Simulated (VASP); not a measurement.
A run of VASP 6.6.1 is set up as follows.

The input INCAR:

```
SYSTEM = B14HN14
PREC = Accurate ; ENCUT = 520
EDIFF = 1E-6 ; ISMEAR = 0
SIGMA = 0.02 ; LREAL = Auto
LASPH = .True. ; NELM = 100
ALGO = Normal ; ISIF = 2
LWAVE = .False. ; LCHARG = .False.
GGA = PE ; NELECT = 114.0
NBANDS = 76
```

File KPOINTS:

```
Automatic mesh
0
Gamma
  2 2 2
  0 0 0
```

Contents of POSCAR:

```
B14HN14
1.0
    6.2804528854     -2.1756126984      0.0000000000
   -5.0243623083     -4.3512253968      0.0000000000
    0.0000000000      0.0000000000     -8.3431560662
B N H
14 14 1
Direct
    0.0994134523      0.6208910329      0.6949908349
    0.3862029204      0.4763566198      0.6908792014
    0.9593741586      0.1937894090      0.7547912265
    0.6766713296      0.3378363860      0.6906412818
    0.2464982916      0.0536320612      0.6951667875
    0.8151655062      0.7667979176      0.6906738834
    0.5322159128      0.9065357324      0.6953235627
    0.3313447867      0.6659154170      0.2505354069
    0.6170491603      0.5231048277      0.2505458346
    0.1879326516      0.2372709392      0.2522836662
    0.9029183999      0.3798160548      0.2523957341
    0.4742222592      0.0945758938      0.2505143118
    0.0455987819      0.8088373711      0.2504370029
    0.7603667930      0.9522304574      0.2524211441
    0.0932651187      0.6183451736      0.2500348769
    0.3789334480      0.4754487277      0.2500895325
    0.9503739928      0.1897620090      0.2555332758
    0.6647258349      0.3326414747      0.2499983200
    0.2360824257      0.0469079531      0.2500016760
    0.8075219148      0.7612274166      0.2500071895
    0.5218316315      0.9040842791      0.2501238121
    0.3391890823      0.6688269763      0.6940346020
    0.6260077496      0.5270006450      0.6809592143
    0.2004955877      0.2417262168      0.6996104296
    0.9113154843      0.3867987306      0.6993847357
    0.4842294927      0.0983504939      0.6940246537
    0.0546735848      0.8138692280      0.6937694745
    0.7663056719      0.9525313610      0.6997244153
   -0.0405981132      0.1941576668     -0.0936776196
```

Potentials or basis: VASP PAW PBE potentials, release 64 (B, N, H).

The run is started by

```sh
$ cat potpaw_PBE.64/B/POTCAR potpaw_PBE.64/N/POTCAR potpaw_PBE.64/H/POTCAR > POTCAR
$ mpirun -np 1 vasp_std > vasp.out
```

**Question.** Predict the largest force.

**Answer.** 0.016 eV/Å.

Forces on the atoms (eV/Å):
```
B    0.009  0.001 -0.004
B    0.002 -0.006  0.015
B    0.004  0.002  0.007
B   -0.007  0.000 -0.002
B   -0.005  0.006  0.006
B    0.005 -0.003 -0.002
B   -0.010 -0.005  0.009
B   -0.001 -0.001  0.002
B    0.002  0.000 -0.001
B    0.000 -0.001 -0.004
B   -0.008  0.000  0.003
B    0.002 -0.002  0.003
B    0.003  0.004 -0.002
B   -0.003  0.003  0.000
N    0.002  0.001 -0.002
N   -0.001  0.001  0.000
N    0.002 -0.001  0.009
N    0.002  0.001 -0.004
N   -0.001 -0.001  0.000
N    0.001 -0.004 -0.001
N    0.003 -0.001  0.000
N   -0.001  0.005 -0.006
N   -0.002  0.002  0.003
N    0.000 -0.009 -0.010
N   -0.006  0.006 -0.003
N    0.004 -0.001 -0.004
N   -0.002 -0.001 -0.005
N   -0.001  0.007 -0.006
H    0.003  0.000 -0.004
```

Caveat: the k points lie up to 0.55 Å⁻¹ apart; the cell carries a net charge on a neutralising background, which shifts energy and pressure.
